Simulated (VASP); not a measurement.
# Ag (P6_3/mmc) in VASP: notebook, part 2 of 2

VASP 6.6.1. Earlier steps stand in the parts before.

## Step 4: Single point, PBE

This run uses another cell than the first one, of 17.89 Å³/atom.

File INCAR:

```
  PREC = Accurate
  ENCUT = 520
  EDIFF = 1E-7
  ISMEAR = -1
  SIGMA = 0.15
  LREAL = F
  LASPH = T
  NELM = 100
  ALGO = Fast
  ISIF = 2
  LWAVE = F
  LCHARG = F
  GGA = PE
  NBANDS = 18
```

File KPOINTS:

```
regular mesh
0
Gamma
  18 18 10
```

File POSCAR:

```
Ag
1.0
    2.9306647846      0.0000000000      0.0000000000
   -1.4653323923      2.5380301534      0.0000000000
    0.0000000000      0.0000000000      4.8093355498
Ag
2
Direct
    0.3333333333      0.6666666667      0.2500000000
    0.6666666667      0.3333333333      0.7500000000
```

Potentials or basis: VASP PAW PBE potentials, release 64 (Ag).

Started as:

```sh
$ cat potpaw_PBE.64/Ag/POTCAR > POTCAR
$ mpirun -np 1 vasp_std > vasp.out
```

OUTCAR:

```text
PREC = Accurate
   ENCUT = 520
   EDIFF = 1E-7
   ISMEAR = -1
   LREAL = F
   LASPH = T
   NELM = 100
   ISIF = 2
   GGA = PE

 ion  position               nearest neighbor table
   1  0.333  0.667  0.250-   2 2.94   2 2.94   2 2.94   2 2.94   2 2.94   2 2.94
   2  0.667  0.333  0.750-   1 2.94   1 2.94   1 2.94   1 2.94   1 2.94   1 2.94

  LATTYP: Found a hexagonal cell.
 ALAT       =     2.9306647846
 C/A-ratio  =     1.6410391168

  Lattice vectors:

 A1 = (   2.9306647846,   0.0000000000,   0.0000000000)
 A2 = (  -1.4653323923,   2.5380301534,   0.0000000000)
 A3 = (   0.0000000000,   0.0000000000,   4.8093355498)

Analysis of symmetry for initial positions (statically):
=====================================================================
 Subroutine PRICEL returns:
 Original cell was already a primitive cell.

 Routine SETGRP: Setting up the symmetry group for a
 hexagonal supercell.

 Subroutine GETGRP returns: Found 24 space group operations
 (whereof 12 operations were pure point group operations)
 out of a pool of 24 trial point group operations.

The static configuration has the point symmetry D_3d.
 The point group associated with its full space group is D_6h.

Analysis of symmetry for dynamics (positions and initial velocities):
=====================================================================
 Subroutine PRICEL returns:
 Original cell was already a primitive cell.

 Routine SETGRP: Setting up the symmetry group for a
 hexagonal supercell.

 Subroutine GETGRP returns: Found 24 space group operations
 (whereof 12 operations were pure point group operations)
 out of a pool of 24 trial point group operations.

The dynamic configuration has the point symmetry D_3d.
 The point group associated with its full space group is D_6h.

 Subroutine INISYM returns: Found 24 space group operations
 (whereof 12 operations are pure point group operations),
 and found     1 'primitive' translations

----------------------------------------------------------------------------------------

                                     Primitive cell

  volume of cell :      35.7724

  direct lattice vectors                    reciprocal lattice vectors
     2.930664785  0.000000000  0.000000000     0.341219509  0.197003176  0.000000000
    -1.465332392  2.538030153  0.000000000     0.000000000  0.394006351  0.000000000
     0.000000000  0.000000000  4.809335550     0.000000000  0.000000000  0.207928931

  length of vectors
     2.930664785  2.930664785  4.809335550     0.394006351  0.394006351  0.207928931

  position of ions in fractional coordinates (direct lattice)
     0.333333333  0.666666667  0.250000000
     0.666666667  0.333333333  0.750000000

  ion indices of the primitive-cell ions
   primitive index   ion index
                 1           1
                 2           2

----------------------------------------------------------------------------------------

 KPOINTS: regular mesh

Automatic generation of k-mesh.
 Grid dimensions read from file:
 generate k-points for:   18   18   10

 Generating k-lattice:

  Cartesian coordinates                     Fractional coordinates (reciprocal lattice)
     0.018956639  0.010944621  0.000000000     0.055555556  0.000000000  0.000000000
     0.000000000  0.021889242  0.000000000     0.000000000  0.055555556  0.000000000
     0.000000000  0.000000000  0.020792893     0.000000000  0.000000000  0.100000000

  Length of vectors
     0.021889242  0.021889242  0.020792893

  Shift w.r.t. Gamma in fractional coordinates (k-lattice)
     0.000000000  0.000000000  0.000000000

 Subroutine IBZKPT returns following result:
 ===========================================

 Found    222 irreducible k-points:

 Following reciprocal coordinates:
            Coordinates               Weight
  0.000000  0.000000  0.000000      1.000000
  0.055556  0.000000  0.000000      6.000000
  0.111111  0.000000  0.000000      6.000000
  0.166667  0.000000  0.000000      6.000000
  0.222222  0.000000  0.000000      6.000000
  0.277778 -0.000000  0.000000      6.000000
[... 16 lines left out ...]
  0.333333  0.111111  0.000000     12.000000
  0.388889  0.111111  0.000000     12.000000
 [... further k-points ...]
   k-points           NKPTS =    222   k-points in BZ     NKDIM =    222   number of bands    NBANDS=     18
   number of dos      NEDOS =    301   number of ions     NIONS =      2
   total plane-waves  NPLWV =  20736
   dimension x,y,z NGX =    24 NGY =   24 NGZ =   36
   dimension x,y,z NGXF=    48 NGYF=   48 NGZF=   72
   ions per type =               2
   NGX,Y,Z   is equivalent  to a cutoff of  13.61, 13.61, 12.44 a.u.
   NGXF,Y,Z  is equivalent  to a cutoff of  27.23, 27.23, 24.89 a.u.
 SYSTEM =  unknown system
   PREC   = accura    normal or accurate (medium, high low for compatibility)
   ISTART =      0    job   : 0-new  1-cont  2-samecut
   ICHARG =      2    charge: 1-file 2-atom 10-const
   ISPIN  =      1    spin polarized calculation?
   LNONCOLLINEAR =      F non collinear calculations
   LSORBIT =      F    spin-orbit coupling
   LASPH  =      T    aspherical Exc in radial PAW
   ENCUT  =  520.0 eV  38.22 Ry    6.18 a.u.   5.45  5.45  8.94*2*pi/ulx,y,z
   NELM   =    100;   NELMIN=  2; NELMDL= -5     # of ELM steps
   EDIFF  = 0.1E-06   stopping-criterion for ELM
   LREAL  =      F    real-space projection
   EDIFFG = 0.1E-05   stopping-criterion for IOM
   NSW    =      0    number of steps for IOM
   IBRION =     -1    ionic relax: 0-MD 1-quasi-New 2-CG
   NFREE  =      0    steps in history (QN), initial steepest desc. (CG)
   ISIF   =      2    stress and relaxation
   ISYM   =      2    0-nonsym 1-usesym 2-fastsym
   POTIM  = 0.5000    time-step for ionic-motion
   TEBEG  =    0.0;   TEEND  =   0.0 temperature during run
   PSTRESS=    0.0 pullay stress
   NELECT =      22.0000    total number of electrons
   NUPDOWN=      -1.0000    fix difference up-down
   EMIN   =  10.00;   EMAX   =-10.00  energy-range for DOS
   EFERMI =   0.00;   METHOD = LEGACY
   ISMEAR =    -1;   SIGMA  =   0.15  broadening in eV -4-tet -1-fermi 0-gaus
   EFERMI_NEDOS =   21; number of points for ismear=-14 and -15
   IALGO  =     68    algorithm
   IMIX   =      4    mixing-type and parameters
     AMIX     =   0.40;   BMIX     =  1.00
     AMIX_MAG =   1.60;   BMIX_MAG =  1.00
  volume/ion in A,a.u.               =      17.89       120.70
  Fermi-wavevector in a.u.,A,eV,Ry     =   1.392194  2.630865 26.370864  1.938204
  Thomas-Fermi vector in A             =   2.515960
   LORBIT       =      0    0 simple, 1 ext, 2 COOP (PROOUT), +10 PAW based schemes
   GGA     = PE    functional components
   LHFCALC =     F    Hartree Fock is set to
   AEXX    =    0.0000 exact exchange contribution
   IVDW    =     0    specifies the selected vdW correction
   LEPSILON=     F    determine dielectric tensor
   LRPA    =     F    only Hartree local field effects (RPA)
 non-spin polarized calculation
 RMM-DIIS sequential band-by-band and
  energy-cutoff  :      520.00
  volume of cell :       35.77
 maximum number of plane-waves:       996
 NGX is ok and might be reduce to    24
   NGX = 11   NGY = 11   NGZ = 17

 number of electron      22.0000002 magnetization

 Free energy of the ion-electron system (eV)
  ---------------------------------------------------
  ext. energy  EPLUGINS =         0.00000000
  ---------------------------------------------------
  free energy    TOTEN  =        -5.44864436 eV

  energy without entropy =       -5.40686035  energy(sigma->0) =       -5.42775236

 E-fermi :   7.7983     XC(G=0): -11.9254

 val. band max:        7.7878883753   @ k =   0.1667   0.0556   0.2000
 cond. band min:       7.8010341985   @ k =   0.3333   0.0556   0.4000
 fundamental gap:      0.0131458233
 Fermi energy:         7.7983083068

 k-point     1 :       0.0000    0.0000    0.0000
  band No.  band energies     occupation
      1       0.3598      2.00000
      2       1.6705      2.00000
      3       3.1200      2.00000
      4       3.2254      2.00000
      5       3.2254      2.00000
      6       3.4395      2.00000
[... 10 lines left out ...]
     17      25.5756      0.00000
     18      25.5756      0.00000

 k-point     2 :       0.0556    0.0000    0.0000
  band No.  band energies     occupation
      1       0.4429      2.00000
      2       1.7184      2.00000
      3       3.0712      2.00000
      4       3.2679      2.00000
      5       3.2714      2.00000
      6       3.4229      2.00000
[... 10 lines left out ...]
     17      25.1671      0.00000
     18      25.9964      0.00000
[... 442 lines left out ...]
 k-point    24 :       0.3889    0.1111    0.0000
  band No.  band energies     occupation
      1       1.9198      2.00000
      2       2.1245      2.00000
      3       2.2133      2.00000
      4       3.1263      2.00000
      5       3.4394      2.00000
      6       3.6159      2.00000
[... 10 lines left out ...]
     17      18.4971      0.00000
     18      22.6510      0.00000

 [... further k-points ...]
[... 5 lines left out ...]
  --------------------------------------------------------------------------------------
  -------------------------------------------------------------------------------------
  Total       -0.0068532     -0.0068532     -0.0084872      0.0000000      0.0000000      0.0000000
  in kB       -0.3069433     -0.3069433     -0.3801257      0.0000000      0.0000000      0.0000000
  external PRESSURE =      -0.3313374 kB  Pullay stress =       0.0000000 kB

 VOLUME and BASIS-vectors are now :
 -----------------------------------------------------------------------------
  energy-cutoff  :      520.00
  volume of cell :       35.77
      direct lattice vectors                 reciprocal lattice vectors
     2.930664785  0.000000000  0.000000000     0.341219509  0.197003176  0.000000000
    -1.465332392  2.538030153  0.000000000     0.000000000  0.394006351  0.000000000
     0.000000000  0.000000000  4.809335550     0.000000000  0.000000000  0.207928931

 POSITION                                       TOTAL-FORCE (eV/Angst)
 -----------------------------------------------------------------------------------
     -0.00000      1.69202      1.20233         0.000000      0.000000      0.000000
      1.46533      0.84601      3.60700        -0.000000      0.000000      0.000000
 -----------------------------------------------------------------------------------
    total drift:                               -0.000000      0.000000     -0.000000

  FREE ENERGIE OF THE ION-ELECTRON SYSTEM (eV)
  ---------------------------------------------------
  free  energy   TOTEN  =        -5.4486443608 eV

  energy  without entropy=       -5.4068603518  energy(sigma->0) =       -5.42775236
```

OSZICAR:

```text
N       E                     dE             d eps       ncg     rms          rms(c)
DAV:   1     0.125478053004E+03    0.12548E+03   -0.11742E+04  8000   0.121E+03
DAV:   2    -0.388085290307E+01   -0.12936E+03   -0.12253E+03  8244   0.266E+02
DAV:   3    -0.591950646012E+01   -0.20387E+01   -0.20319E+01  9292   0.378E+01
DAV:   4    -0.592562196106E+01   -0.61155E-02   -0.61150E-02  8832   0.204E+00
DAV:   5    -0.592567422266E+01   -0.52262E-04   -0.52261E-04  8788   0.201E-01    0.653E+00
RMM:   6    -0.546544739167E+01    0.46023E+00   -0.11042E+00  8006   0.853E+00    0.427E+00
RMM:   7    -0.545339677734E+01    0.12051E-01   -0.20838E-02  8343   0.143E+00    0.251E+00
RMM:   8    -0.544868079531E+01    0.47160E-02   -0.16609E-03  8328   0.358E-01    0.231E-01
RMM:   9    -0.544863660080E+01    0.44195E-04   -0.33292E-04  8712   0.148E-01    0.821E-02
RMM:  10    -0.544864210557E+01   -0.55048E-05   -0.40338E-05  8720   0.490E-02    0.357E-02
RMM:  11    -0.544864435949E+01   -0.22539E-05   -0.10489E-05  8737   0.206E-02    0.106E-02
RMM:  12    -0.544864436082E+01   -0.13374E-08   -0.81743E-07  7809   0.652E-03
   1 F= -.54486444E+01 E0= -.54277524E+01  d E =-.417840E-01
```

stdout:

```text
POSCAR found type information on POSCAR Ag
 POSCAR found :  1 types and       2 ions
 scaLAPACK will be used
 LDA part: xc-table for (Slater+PW92), standard interpolation
 POSCAR, INCAR and KPOINTS ok, starting setup
 FFT: planning ... GRIDC
 FFT: planning ... GRID_SOFT
 FFT: planning ... GRID
 WAVECAR not read
 entering main loop
```

It took 36 s on 1 thread of Intel Xeon 6975P-C (Granite Rapids), shared host; peak memory 0.24 GiB.

Results:

- Free energy: -5.4486 eV
- Pressure: 0.0 GPa
- Band gap on the k mesh: zero (bands 11 and 12 overlap by 7.36 eV)

## Step 5: The runs side by side

```csv
cell,smearing,further INCAR settings,gap on the mesh (eV),pressure (GPa)
"a = 2.911, b = 2.911, c = 4.777 Å, angles 90.0, 90.0, 120.0°, 2 atoms",fermi-dirac 0.15 eV,ALGO = Fast; EDIFF = 1e-07; NBANDS = 18,none,1.9
"a = 2.934, b = 2.934, c = 4.799 Å, angles 90.0, 90.0, 120.0°, 2 atoms",gaussian 0.1 eV,ALGO = Fast; EDIFF = 1e-06; NBANDS = 18,none,0.0
"a = 2.931, b = 2.931, c = 4.809 Å, angles 90.0, 90.0, 120.0°, 2 atoms",fermi-dirac 0.15 eV,ALGO = Fast; EDIFF = 1e-07; NBANDS = 18,none,0.0
```

Alike in all rows: task single point; level PBE; potentials or basis VASP PAW PBE potentials, release 64 (Ag); no spin polarisation; k mesh 18 × 18 × 10; cutoff (eV) 520.

Absolute energies hang on the potentials; compare differences alone.

The gap in the log of VASP goes by the Fermi energy; the results here count the filled bands.